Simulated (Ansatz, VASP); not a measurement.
**TaN: VASP beside Ansatz**

```
CELL_PARAMETERS angstrom
5.12578 0.00000 0.00000
-2.56289 4.43905 0.00000
0.00000 0.00000 2.87166
ATOMIC_POSITIONS crystal
Ta 0.33333 0.66667 0.50000
Ta 0.66667 0.33333 0.50000
Ta 0.00000 0.00000 0.00000
N 0.39285 0.00000 0.00000
N 0.60715 0.60715 0.00000
N 0.00000 0.39285 0.00000
```

Alike in both runs: task single point; functional PBEsol; k mesh 5 × 5 × 8; no spin polarisation.

|  | VASP | Ansatz |
| --- | --- | --- |
| version | VASP 6.6.1 | Ansatz 0.2.0 |
| potentials or method | VASP PAW PBE potentials, release 64 (Ta_sv_GW, N), cutoff 600 eV | plane waves, PAW |
| occupations | fermi-dirac, width 0.1 eV | fermi-dirac |
| valence electrons in the cell | 54 | 54 |

Ansatz gave:

```
pressure (GPa)                                                : 10.5
traceless stress, the component that is largest in VASP (GPa) : -0.76
```

Problem. Which values does VASP return?

Solution. Pressure (GPa): 10.7; traceless stress, the component that is largest in VASP (GPa): -0.80.

VASP's potentials were made for PBE, not for PBEsol.

Spin-orbit coupling is off throughout.
